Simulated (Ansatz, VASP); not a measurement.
# One calculation of V2SO, two programs

The input INCAR:

```
SYSTEM = V2SO
PREC = Accurate
ENCUT = 520
EDIFF = 1E-6
ISMEAR = 0
SIGMA = 0.1
LREAL = .FALSE.
LASPH = .TRUE.
NELM = 150
ALGO = Normal
ISIF = 2
LWAVE = .FALSE.
LCHARG = .FALSE.
ISPIN = 2
MAGMOM = 2 2 0 0
LORBIT = 11
LMAXMIX = 4
GGA = PE
NBANDS = 31
```

File KPOINTS:

```
Automatic mesh
0
G
  6 6 4
  0 0 0
```

POSCAR

```
V2SO
1.0
    3.0669195662      0.0000000000      0.0000000000
    0.0000000000      3.0669195662      0.0000000000
    0.0000000000      0.0000000000      4.3372792453
V S O
2 1 1
Direct
    0.0000000000      0.0000000000      0.5000000000
    0.5000000000      0.5000000000      0.0000000000
    0.0000000000      0.0000000000      0.0000000000
    0.5000000000      0.5000000000      0.5000000000
```

Input for Ansatz:

```yaml
crystal:
  lattice:
    - [3.0669195662, 0.0, 0.0]
    - [0.0, 3.0669195662, 0.0]
    - [0.0, 0.0, 4.3372792453]
  atoms:
    - { symbol: V, position: [0.0, 0.0, 0.5], spin: 2.0 }
    - { symbol: V, position: [0.5, 0.5, 0.0], spin: 2.0 }
    - { symbol: S, position: [0.0, 0.0, 0.0] }
    - { symbol: O, position: [0.5, 0.5, 0.5] }
basis:
  ecutwfc: 420
kpoints:
  mp_grid: { grid: [6, 6, 4] }
hamiltonian:
  xc: pbe
scf:
  occupations: { method: gaussian, width: 0.1 }
  lower_state_search: "off"
output:
  forces: true
  stress: true
  eigenvalues: true
  populations: true
magnetization:
  spin_polarized: true
```

Alike in both runs: task single point; functional PBE; k mesh 6 × 6 × 4; occupations gaussian, width 0.1 eV; collinear spin.

```csv
,VASP,Ansatz
version,VASP 6.6.1,Ansatz 0.2.0
potentials or method,"VASP PAW PBE potentials, release 64 (V_sv, S, O), cutoff 520 eV","scalar-relativistic, plane waves, PAW"
valence electrons in the cell,38,38
```

```csv
,VASP,Ansatz,Ansatz less VASP
gap on the k mesh at the Fermi level (eV),none,none,-
net moment per atom (μB),0.12,0.12,-0.001
size of the moment on the site where the two differ most (μB),1.32,1.12,-0.196
```

Site moments also hang on the region over which each program counts them. A gap of «none» marks a metal or a gap that the smearing closes. The functional is the same, so the differences come from potentials, cutoffs and numerics. Ansatz's warnings: seeded moment not kept.

The k mesh is coarse, so the values compare programs but aren't converged.
